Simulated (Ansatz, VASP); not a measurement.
Two plane-wave programs on Mo2PdS4

INCAR

```
ALGO = Normal ; EDIFF = 1E-7
ENCUT = 520 ; GGA = PE
ISIF = 2 ; ISMEAR = -1
ISYM = 0 ; LASPH = T
LCHARG = F ; LREAL = F
LWAVE = F ; NBANDS = 40
NELM = 80 ; PREC = Accurate
SIGMA = 0.1
```

Contents of KPOINTS:

```
k-points
0
Gamma
  6 6 4
```

Contents of POSCAR:

```
Mo2PdS4
1.0
    0.0000000000      3.3111390000      0.0000000000
    3.7331710000     -1.6555700000      5.2158980000
    2.8805190000      0.0000000000     -5.2158980000
Pd S Mo
1 4 2
Direct
    0.0000000000      0.0000000000      0.0000000000
    0.3622000000      0.7244000000      0.0228000000
    0.6378000000      0.2756000000      0.9772000000
    0.1045000000      0.2090000000      0.4411000000
    0.8955000000      0.7910000000      0.5589000000
    0.2569000000      0.5138000000      0.3095000000
    0.7431000000      0.4862000000      0.6905000000
```

Input for Ansatz:

```yaml
crystal:
  lattice:
    - [0.0, 3.311139, 0.0]
    - [3.733171, -1.65557, 5.215898]
    - [2.880519, 0.0, -5.215898]
  atoms:
    - { symbol: Pd, position: [0.0, 0.0, 0.0] }
    - { symbol: S, position: [0.3622, 0.7244, 0.0228] }
    - { symbol: S, position: [0.6378, 0.2756, 0.9772] }
    - { symbol: S, position: [0.1045, 0.209, 0.4411] }
    - { symbol: S, position: [0.8955, 0.791, 0.5589] }
    - { symbol: Mo, position: [0.2569, 0.5138, 0.3095] }
    - { symbol: Mo, position: [0.7431, 0.4862, 0.6905] }
  symmetry: { detect: false }
kpoints:
  mp_grid: { grid: [6, 6, 4], shift: [0, 0, 0] }
magnetization:
  spin_polarized: false
scf:
  occupations: { method: fermi_dirac }
  initial_density: { chi_scale: 0.0 }
  algorithm: density_mixing
hamiltonian:
  pseudopotentials: { kind: paw }
  xc: pbe
basis:
  ecutwfc: 420
output:
  forces: true
  stress: true
  eigenvalues: true
```

Alike in both runs: task single point; functional PBE; k mesh 6 × 6 × 4; no spin polarisation.

|  | VASP | Ansatz |
| --- | --- | --- |
| version | VASP 6.6.1 | Ansatz 0.2.0 |
| potentials or method | VASP PAW PBE potentials, release 64 (Pd, S, Mo_sv), cutoff 520 eV | PAW plane waves |
| occupations | fermi-dirac, width 0.1 eV | fermi-dirac |
| valence electrons in the cell | 62 | 70 |

Ansatz gave:

| Property | Result |
| --- | --- |
| gap on the k mesh at the Fermi level (eV) | none |
| pressure (GPa) | 2.5 |
| traceless stress, the component that is largest in VASP (GPa) | 3.17 |
| rms of the force components (eV/Å) | 0.470 |

Question: Which values does VASP return?

Answer: gap on the k mesh at the Fermi level (eV): none; pressure (GPa): 2.5; traceless stress, the component that is largest in VASP (GPa): 3.15; rms of the force components (eV/Å): 0.467.

Atom by atom the forces differ by 0.006 eV/Å (rms over components). A gap of «none» marks a metal or a gap that the smearing closes. VASP's potentials hold 62 valence electrons a cell and Ansatz's 70, so a difference there can come from the potentials and not from the codes.
